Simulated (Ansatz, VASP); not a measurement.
**One calculation of Mg5ZnO6, two programs**

Contents of INCAR:

```
SYSTEM = Mg5ZnO6
PREC = Accurate
ENCUT = 520
EDIFF = 1E-7
ISMEAR = 0
SIGMA = 0.1
LREAL = .False.
LASPH = .True.
NELM = 100
ALGO = Normal
ISIF = 2
LWAVE = .False.
LCHARG = .False.
GGA = PE
NBANDS = 41
```

KPOINTS

```
Automatic mesh
0
Gamma
  6 6 1
  0 0 0
```

POSCAR

```
Mg5ZnO6
1.0
    3.0187913263      0.0000000289      0.0000000000
   -1.5093956881      2.6143499628      0.0000000000
    0.0000000000      0.0000000000     14.7673283000
Mg Zn O
5 1 6
Direct
    0.3333333333      0.6666666667      0.8323040000
    0.6666666667      0.3333333333      0.1676960000
    0.3333333333      0.6666666667      0.3338970000
    0.0000000000      0.0000000000      0.5000000000
    0.6666666667      0.3333333333      0.6661030000
    0.0000000000      0.0000000000      0.0000000000
    0.6666666667      0.3333333333      0.9133950000
    0.3333333333      0.6666666667      0.0866050000
    0.0000000000      0.0000000000      0.2508630000
    0.6666666667      0.3333333333      0.4169520000
    0.3333333333      0.6666666667      0.5830480000
    0.0000000000      0.0000000000      0.7491370000
```

Input for Ansatz:

```yaml
crystal:
  lattice:
    - [3.0187913263, 2.89e-08, 0.0]
    - [-1.5093956881, 2.6143499628, 0.0]
    - [0.0, 0.0, 14.7673283]
  atoms:
    - { symbol: Mg, position: [0.3333333333, 0.6666666667, 0.832304] }
    - { symbol: Mg, position: [0.6666666667, 0.3333333333, 0.167696] }
    - { symbol: Mg, position: [0.3333333333, 0.6666666667, 0.333897] }
    - { symbol: Mg, position: [0.0, 0.0, 0.5] }
    - { symbol: Mg, position: [0.6666666667, 0.3333333333, 0.666103] }
    - { symbol: Zn, position: [0.0, 0.0, 0.0] }
    - { symbol: O, position: [0.6666666667, 0.3333333333, 0.913395] }
    - { symbol: O, position: [0.3333333333, 0.6666666667, 0.086605] }
    - { symbol: O, position: [0.0, 0.0, 0.250863] }
    - { symbol: O, position: [0.6666666667, 0.3333333333, 0.416952] }
    - { symbol: O, position: [0.3333333333, 0.6666666667, 0.583048] }
    - { symbol: O, position: [0.0, 0.0, 0.749137] }
basis:
  ecutwfc: 420
kpoints:
  mp_grid: { grid: [6, 6, 1] }
hamiltonian:
  xc: pbe
scf:
  occupations: { method: gaussian, width: 0.1 }
  lower_state_search: "off"
output:
  forces: true
  stress: true
  eigenvalues: true
```

Alike in both runs: task single point; functional PBE; k mesh 6 × 6 × 1; occupations gaussian, width 0.1 eV; no spin polarisation.

|  | VASP | Ansatz |
| --- | --- | --- |
| version | VASP 6.6.1 | Ansatz 0.2.0 |
| potentials or method | VASP PAW PBE potentials, release 64 (Mg, Zn, O), cutoff 520 eV | scalar-relativistic, plane waves, PAW |
| valence electrons in the cell | 58 | 98 |

|  | VASP | Ansatz | Ansatz less VASP |
| --- | --- | --- | --- |
| gap on the k mesh at the Fermi level (eV) | 3.28 | 3.30 | +0.022 |
| least direct gap on the mesh (eV) | 3.28 | 3.30 | +0.022 |
| pressure (GPa) | -0.4 | 0.0 | +0.44 |
| rms of the force components (eV/Å) | 0.017 | 0.000 | -0.0163 |

Atom by atom the forces differ by 0.017 eV/Å (rms over components). VASP's potentials hold 58 valence electrons a cell and Ansatz's 98, so a difference there can come from the potentials and not from the codes.

The k mesh is coarse, so the values compare programs but aren't converged.
